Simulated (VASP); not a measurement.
# Zn2O in VASP: notebook, part 2 of 2

VASP 6.6.1. Earlier steps stand in the parts before.

### 4 Relaxation of cell and atoms, PBE

File INCAR:

```
SYSTEM = Zn2O
PREC = Accurate ; ENCUT = 600
EDIFF = 1E-7 ; ISMEAR = 0
SIGMA = 0.1 ; LREAL = .FALSE.
LASPH = .TRUE. ; NELM = 80
ALGO = Normal ; ISIF = 3
LWAVE = .FALSE. ; LCHARG = .FALSE.
GGA = PE ; IBRION = 2
NSW = 100 ; EDIFFG = -0.01
```

File KPOINTS:

```
Automatic mesh
0
G
  12 12 8
  0 0 0
```

File POSCAR:

```
Zn2O
1.0
    3.0152084722      0.0000000000      0.0000000000
   -1.5076042361      2.6112471346      0.0000000000
    0.0000000000      0.0000000000      4.6436259407
Zn O
2 1
Direct
    0.6666666667      0.3333333333      0.7177190949
    0.3333333333      0.6666666667      0.2822809051
    0.0000000000      0.0000000000      0.0000000000
```

Potentials or basis: VASP PAW PBE potentials, release 64 (Zn, O).

Launch:

```
cat potpaw_PBE.64/Zn/POTCAR potpaw_PBE.64/O/POTCAR > POTCAR
mpirun -np 1 vasp_std > vasp.out
```

OUTCAR:

```text
SYSTEM = Zn2O
   PREC = Accurate
   ENCUT = 600
   EDIFF = 1E-7
   ISMEAR = 0
   LREAL = .FALSE.
   LASPH = .TRUE.
   NELM = 80
   ISIF = 3
   GGA = PE
   IBRION = 2
   NSW = 100
   EDIFFG = -0.01

 ion  position               nearest neighbor table
   1  0.667  0.333  0.718-   3 2.18   3 2.18   3 2.18   2 2.67   2 2.67   2 2.67
   2  0.333  0.667  0.282-   3 2.18   3 2.18   3 2.18   1 2.67   1 2.67   1 2.67
   3  0.000  0.000  0.000-   1 2.18   2 2.18   2 2.18   1 2.18   1 2.18   2 2.18

  LATTYP: Found a hexagonal cell.
 ALAT       =     3.0152084722
 C/A-ratio  =     1.5400679533

  Lattice vectors:

 A1 = (   3.0152084722,   0.0000000000,   0.0000000000)
 A2 = (  -1.5076042361,   2.6112471346,   0.0000000000)
 A3 = (   0.0000000000,   0.0000000000,   4.6436259407)

Analysis of symmetry for initial positions (statically):
=====================================================================
 Subroutine PRICEL returns:
 Original cell was already a primitive cell.

 Routine SETGRP: Setting up the symmetry group for a
 hexagonal supercell.

 Subroutine GETGRP returns: Found 12 space group operations
 (whereof 12 operations were pure point group operations)
[... 174 lines left out ...]
  -------------------------------------------------------------------------------------
  Total        0.1355237      0.1355237     -0.0479157      0.0000000     -0.0000000     -0.0000000
  in kB        5.9388621      5.9388621     -2.0997399      0.0000000     -0.0000000     -0.0000000
  external PRESSURE =       3.2593281 kB  Pullay stress =       0.0000000 kB
[... 98 lines left out ...]
--------------------------------------- Ionic step        4  -------------------------------------------

 number of electron      30.0000015 magnetization

 Free energy of the ion-electron system (eV)
  ---------------------------------------------------
  ext. energy  EPLUGINS =         0.00000000
  ---------------------------------------------------
  free energy    TOTEN  =        -9.44170862 eV

  energy without entropy =       -9.44028372  energy(sigma->0) =       -9.44099617

 E-fermi :   3.3761     XC(G=0): -11.6811

 val. band max:        3.3588334803   @ k =   0.3333   0.3333   0.3750
 cond. band min:       3.4155760164   @ k =   0.0000   0.0000   0.3750
 fundamental gap:      0.0567425360
 Fermi energy:         3.3761192468

 k-point     1 :       0.0000    0.0000    0.0000
  band No.  band energies     occupation
      1     -16.0557      2.00000
      2      -4.8025      2.00000
      3      -3.8822      2.00000
      4      -3.8822      2.00000
      5      -3.7307      2.00000
      6      -3.7117      2.00000
[... 505 lines left out ...]
      6      -3.7250      2.00000
[... 11 lines left out ...]
     18      11.4119      0.00000
     19      13.6466      0.00000

 [... further k-points ...]

------------------------ aborting loop because EDIFF is reached ----------------------------------------

  FORCE on cell =-STRESS in cart. coord.  units (eV):
  Direction    XX          YY          ZZ          XY          YZ          ZX
  --------------------------------------------------------------------------------------
  -------------------------------------------------------------------------------------
  Total       -0.0125900     -0.0125900      0.0051755      0.0000000      0.0000000      0.0000000
  in kB       -0.5496749     -0.5496749      0.2259588      0.0000000      0.0000000      0.0000000
  external PRESSURE =      -0.2911303 kB  Pullay stress =       0.0000000 kB
[... 18 lines left out ...]
  FREE ENERGIE OF THE ION-ELECTRON SYSTEM (eV)
  ---------------------------------------------------
  free  energy   TOTEN  =        -9.4417086249 eV

  energy  without entropy=       -9.4402837229  energy(sigma->0) =       -9.44099617

 reached required accuracy - stopping structural energy minimisation
```

Run time: 92 s. Hardware: 1 thread of Intel Xeon 6975P-C (Granite Rapids), shared host; peak memory 0.23 GiB.

What came out:

```yaml
Free_energy: -9.4417 eV
Relaxed_volume: 12.23 Å³/atom
Relaxed_cell: a = 3.026 Å, b = 3.026 Å, c = 4.628 Å, α = 90.00°, β = 90.00°, γ = 120.00°
Space_group_after_relaxing_to_0.1_Å: P-3m1 (No. 164)
Energy_gained_by_relaxing: 0.2 meV/atom
Ionic_steps: 4
Pressure_after_relaxing: 0.0 GPa
Band_gap_on_the_k_mesh: zero (bands 15 and 16 overlap by 1.99 eV)
```

Step by step:
```csv
step,energy change (eV),largest force (eV/Å),pressure (GPa),volume (Å³)
1,0.0000,0.0197,0.33,36.56
2,-0.0004,0.0067,-0.07,36.69
3,-0.0004,0.0155,-0.23,36.74
4,-0.0005,0.0005,-0.03,36.70
```

Final structure:
```cif
data_structure
_symmetry_space_group_name_H-M 'P 1'
_symmetry_Int_Tables_number 1
_cell_length_a 3.0258
_cell_length_b 3.0258
_cell_length_c 4.6284
_cell_angle_alpha 90.000
_cell_angle_beta 90.000
_cell_angle_gamma 120.000
_cell_volume 36.70
loop_
_atom_site_label
_atom_site_type_symbol
_atom_site_fract_x
_atom_site_fract_y
_atom_site_fract_z
_atom_site_occupancy
Zn1 Zn 0.66667 0.33333 0.71752 1
Zn2 Zn 0.33333 0.66667 0.28248 1
O1 O 0.00000 0.00000 0.00000 1
```

Levels at points of the mesh, in eV from the Fermi level:
```
           k point  band 13  band 14  band 15  band 16  band 17  band 18
(0.00, 0.00, 0.00)    -5.21    -2.28    -2.28     3.27     4.46    11.26
(0.50, 0.00, 0.00)    -3.97    -3.15    -0.77    -0.22     3.75     8.02
(0.00, 0.00, 0.50)    -2.36    -2.36    -2.27    -0.65     9.44    10.82
(0.50, 0.00, 0.50)    -4.82    -2.85    -1.94     1.74     3.89     6.29
```

### 5 Single point, PBE

This run uses another cell than the first one: it holds 6 atoms, not 3.

File INCAR:

```
ALGO = Normal
EDIFF = 1E-6
ENCUT = 520
GGA = PE
ISIF = 2
ISMEAR = 0
LASPH = True
LCHARG = False
LREAL = False
LWAVE = False
NBANDS = 39
NELM = 60
PREC = Accurate
SIGMA = 0.2
```

File KPOINTS:

```
k-points
0
Gamma
  8 6 4
```

File POSCAR:

```
Zn2O
1.0
   -1.5117311555      2.6155216801     -0.0004560528
    0.0037658896      0.0013822629      4.6255754715
    4.5354071586      2.6157694968      0.0043751720
Zn O
4 2
Direct
    0.0003208167      0.7174568219      0.3336966812
    0.5003638328      0.7174751304      0.8337485388
    0.4996540895      0.2825672016      0.1663394170
   -0.0004503338      0.2825357139      0.6663060738
    0.0001353611      0.9999949179     -0.0000374415
    0.4999762338      0.9999702144      0.4999467307
```

Potentials or basis: VASP PAW PBE potentials, release 64 (Zn, O).

Launch:

```
cat potpaw_PBE.64/Zn/POTCAR potpaw_PBE.64/O/POTCAR > POTCAR
mpirun -np 1 vasp_std > vasp.out
```

OUTCAR:

```text
EDIFF = 1E-6
   ENCUT = 520
   GGA = PE
   ISIF = 2
   ISMEAR = 0
   LASPH = True
   LREAL = False
   NELM = 60
   PREC = Accurate

 ion  position               nearest neighbor table
   1  0.000  0.717  0.334-   6 2.18   5 2.18   6 2.18   4 2.66   3 2.66   3 2.67   2 3.02   2 3.02
                             2 3.02   2 3.02
   2  0.500  0.717  0.834-   5 2.18   6 2.18   5 2.18   3 2.66   4 2.66   4 2.67   1 3.02   1 3.02
                             1 3.02   1 3.02
   3  0.500  0.283  0.166-   5 2.18   6 2.18   5 2.18   2 2.66   1 2.66   1 2.67   4 3.02   4 3.02
                             4 3.02   4 3.02
   4  1.000  0.283  0.666-   6 2.18   5 2.18   6 2.18   1 2.66   2 2.66   2 2.67   3 3.02   3 3.02
                             3 3.02   3 3.02
   5  0.000  1.000  1.000-   3 2.18   2 2.18   4 2.18   1 2.18   2 2.18   3 2.18
   6  0.500  1.000  0.500-   1 2.18   4 2.18   3 2.18   2 2.18   1 2.18   4 2.18

  LATTYP: Found a triclinic cell.
 ALAT       =     5.2356649336
 B/A-ratio  =     0.8834746436
 C/A-ratio  =     0.5769991417
 COS(alpha) =     0.0002996462
 COS(beta)  =     0.0009304324
 COS(gamma) =     0.0016901998

  Lattice vectors:

 A1 = (   4.5354071586,   2.6157694968,   0.0043751720)
 A2 = (   0.0037658896,   0.0013822629,   4.6255754715)
 A3 = (   1.5117311555,  -2.6155216801,   0.0004560528)

Analysis of symmetry for initial positions (statically):
=====================================================================
 Subroutine PRICEL returns:
 Original cell was already a primitive cell.

 Routine SETGRP: Setting up the symmetry group for a
 triclinic supercell.

 Subroutine GETGRP returns: Found  1 space group operations
 (whereof  1 operations were pure point group operations)
 out of a pool of  2 trial point group operations.

The static configuration has the point symmetry C_1 .

Analysis of symmetry for dynamics (positions and initial velocities):
=====================================================================
 Subroutine PRICEL returns:
 Original cell was already a primitive cell.

 Routine SETGRP: Setting up the symmetry group for a
 triclinic supercell.

 Subroutine GETGRP returns: Found  1 space group operations
 (whereof  1 operations were pure point group operations)
 out of a pool of  2 trial point group operations.

The dynamic configuration has the point symmetry C_1 .

 Subroutine INISYM returns: Found  1 space group operations
 (whereof  1 operations are pure point group operations),
 and found     1 'primitive' translations

----------------------------------------------------------------------------------------

                                     Primitive cell

  volume of cell :      73.1617

  direct lattice vectors                    reciprocal lattice vectors
    -1.511731155  2.615521680 -0.000456053    -0.165379266  0.286746250  0.000048954
     0.003765890  0.001382263  4.625575472    -0.000172717 -0.000062132  0.216189476
     4.535407159  2.615769497  0.004375172     0.165363690  0.095577631 -0.000163192

  length of vectors
     3.020974173  4.625577211  5.235664934     0.331019208  0.216189554  0.190998063

  position of ions in fractional coordinates (direct lattice)
     0.000320817  0.717456822  0.333696681
[... 43 lines left out ...]
  0.000000  0.000000  0.000000      1.000000
  0.125000  0.000000  0.000000      2.000000
  0.250000  0.000000  0.000000      2.000000
  0.375000  0.000000  0.000000      2.000000
  0.500000  0.000000  0.000000      1.000000
 -0.000000  0.166667 -0.000000      2.000000
[... 16 lines left out ...]
  0.125000  0.500000 -0.000000      2.000000
  0.250000  0.500000  0.000000      2.000000
 [... further k-points ...]
   k-points           NKPTS =    100   k-points in BZ     NKDIM =    100   number of bands    NBANDS=     39
   number of dos      NEDOS =    301   number of ions     NIONS =      6
   total plane-waves  NPLWV =  34560
   dimension x,y,z NGX =    24 NGY =   36 NGZ =   40
   dimension x,y,z NGXF=    48 NGYF=   72 NGZF=   80
   ions per type =               4   2
   NGX,Y,Z   is equivalent  to a cutoff of  13.21, 12.94, 12.70 a.u.
   NGXF,Y,Z  is equivalent  to a cutoff of  26.41, 25.88, 25.40 a.u.
 SYSTEM =  unknown system
   PREC   = accura    normal or accurate (medium, high low for compatibility)
   ISTART =      0    job   : 0-new  1-cont  2-samecut
   ICHARG =      2    charge: 1-file 2-atom 10-const
   ISPIN  =      1    spin polarized calculation?
   LNONCOLLINEAR =      F non collinear calculations
   LSORBIT =      F    spin-orbit coupling
   LASPH  =      T    aspherical Exc in radial PAW
   ENCUT  =  520.0 eV  38.22 Ry    6.18 a.u.   5.62  8.60  9.73*2*pi/ulx,y,z
   NELM   =     60;   NELMIN=  2; NELMDL= -5     # of ELM steps
   EDIFF  = 0.1E-05   stopping-criterion for ELM
   LREAL  =      F    real-space projection
   EDIFFG = 0.1E-04   stopping-criterion for IOM
   NSW    =      0    number of steps for IOM
   IBRION =     -1    ionic relax: 0-MD 1-quasi-New 2-CG
   NFREE  =      0    steps in history (QN), initial steepest desc. (CG)
   ISIF   =      2    stress and relaxation
   ISYM   =      2    0-nonsym 1-usesym 2-fastsym
   POTIM  = 0.5000    time-step for ionic-motion
   TEBEG  =    0.0;   TEEND  =   0.0 temperature during run
   PSTRESS=    0.0 pullay stress
   NELECT =      60.0000    total number of electrons
   NUPDOWN=      -1.0000    fix difference up-down
   EMIN   =  10.00;   EMAX   =-10.00  energy-range for DOS
   EFERMI =   0.00;   METHOD = LEGACY
   ISMEAR =     0;   SIGMA  =   0.20  broadening in eV -4-tet -1-fermi 0-gaus
   EFERMI_NEDOS =   21; number of points for ismear=-14 and -15
   IALGO  =     38    algorithm
   IMIX   =      4    mixing-type and parameters
     AMIX     =   0.40;   BMIX     =  1.00
     AMIX_MAG =   1.60;   BMIX_MAG =  1.00
  volume/ion in A,a.u.               =      12.19        82.29
  Fermi-wavevector in a.u.,A,eV,Ry     =   1.532371  2.895761 31.948669  2.348161
  Thomas-Fermi vector in A             =   2.639586
   LORBIT       =      0    0 simple, 1 ext, 2 COOP (PROOUT), +10 PAW based schemes
   GGA     = PE    functional components
   LHFCALC =     F    Hartree Fock is set to
   AEXX    =    0.0000 exact exchange contribution
   IVDW    =     0    specifies the selected vdW correction
   LEPSILON=     F    determine dielectric tensor
   LRPA    =     F    only Hartree local field effects (RPA)
 non-spin polarized calculation
 Gauss-broadening in eV      SIGMA  =   0.20
  energy-cutoff  :      520.00
  volume of cell :       73.16
 maximum number of plane-waves:      1994
 NGX is ok and might be reduce to    24

 number of electron      60.0000043 magnetization

 Free energy of the ion-electron system (eV)
  ---------------------------------------------------
  ext. energy  EPLUGINS =         0.00000000
  ---------------------------------------------------
  free energy    TOTEN  =       -18.89183550 eV

  energy without entropy =      -18.88449286  energy(sigma->0) =      -18.88816418

 E-fermi :   3.4487     XC(G=0): -11.6994

 val. band max:        3.4082054195   @ k =   0.1250   0.0000   0.0000
 cond. band min:       3.5613269398   @ k =  -0.2500   0.1667  -0.0000
 fundamental gap:      0.1531215203
 Fermi energy:         3.4486521620

 k-point     1 :       0.0000    0.0000    0.0000
  band No.  band energies     occupation
      1     -16.0573      2.00000
      2     -15.2425      2.00000
      3      -4.8840      2.00000
      4      -4.7945      2.00000
      5      -4.2475      2.00000
      6      -4.1183      2.00000
[... 997 lines left out ...]
     38      12.1939      0.00000
     39      13.2776      0.00000

 [... further k-points ...]

------------------------ aborting loop because EDIFF is reached ----------------------------------------

  FORCE on cell =-STRESS in cart. coord.  units (eV):
  Direction    XX          YY          ZZ          XY          YZ          ZX
  --------------------------------------------------------------------------------------
  -------------------------------------------------------------------------------------
  Total        0.1811291      0.1726258      0.2027624      0.0429765     -0.0065060     -0.0206428
  in kB        3.9665684      3.7803536      4.4403182      0.9411464     -0.1424749     -0.4520601
  external PRESSURE =       4.0624134 kB  Pullay stress =       0.0000000 kB

 VOLUME and BASIS-vectors are now :
 -----------------------------------------------------------------------------
  energy-cutoff  :      520.00
  volume of cell :       73.16
      direct lattice vectors                 reciprocal lattice vectors
    -1.511731155  2.615521680 -0.000456053    -0.165379266  0.286746250  0.000048954
     0.003765890  0.001382263  4.625575472    -0.000172717 -0.000062132  0.216189476
     4.535407159  2.615769497  0.004375172     0.165363690  0.095577631 -0.000163192

 POSITION                                       TOTAL-FORCE (eV/Angst)
 -----------------------------------------------------------------------------------
      1.51567      0.87470      3.32011         0.003609     -0.001992     -0.023733
      3.02768      3.49060      3.32215         0.002341     -0.002901     -0.024428
      0.00014      1.74235      1.30754        -0.003605      0.002142      0.023273
      1.51198      4.35764      1.30935        -0.003293      0.002864      0.024162
      4.53880      2.61741      4.62993         0.000461     -0.000769      0.000352
      1.51540      2.61683      4.62740         0.000486      0.000657      0.000375
 -----------------------------------------------------------------------------------
    total drift:                               -0.000037     -0.000002     -0.000080

  FREE ENERGIE OF THE ION-ELECTRON SYSTEM (eV)
  ---------------------------------------------------
  free  energy   TOTEN  =       -18.8918354977 eV

  energy  without entropy=      -18.8844928591  energy(sigma->0) =      -18.88816418
```

It took 1.8 min on 1 thread of Intel Xeon 6975P-C (Granite Rapids), shared host; peak memory 0.32 GiB.

Results:

* Free energy: -18.8918 eV
* Pressure: 0.4 GPa
* Largest force: 0.025 eV/Å
* Band gap on the k mesh: zero (bands 30 and 31 overlap by 1.32 eV)

Forces on the atoms (eV/Å):
```
Zn   0.004 -0.002 -0.024
Zn   0.002 -0.003 -0.024
Zn  -0.004  0.002  0.023
Zn  -0.003  0.003  0.024
O    0.000 -0.001  0.000
O    0.000  0.001  0.000
```

### 6 Overview

```tsv
task	cell	k mesh	cutoff (eV)	smearing	gap on the mesh (eV)	pressure (GPa)	largest force (eV/Å)
single point	a = 3.021, b = 3.021, c = 4.627 Å, angles 90.0, 90.0, 120.0°, 3 atoms, atomic positions A	12 × 12 × 8	520	gaussian 0.1 eV	none	0.5	0.04
single point	a = 3.021, b = 4.627, c = 5.233 Å, 6 atoms, atomic positions B	8 × 6 × 4	520	gaussian 0.2 eV	none	0.4	0.05
relaxation of cell and atoms	relaxed from a = 3.015, b = 3.015, c = 4.644 Å, angles 90.0, 90.0, 120.0°, 3 atoms, atomic positions A	12 × 12 × 8	600	gaussian 0.1 eV	none	0.0	-
single point	a = 3.021, b = 4.626, c = 5.236 Å, angles 89.9, 90.1, 90.0°, 6 atoms, atomic positions B	8 × 6 × 4	520	gaussian 0.2 eV	none	0.4	0.02
```

Alike in all rows: level PBE; potentials or basis VASP PAW PBE potentials, release 64 (Zn, O); no spin polarisation.

Absolute energies hang on the potentials; compare differences alone.
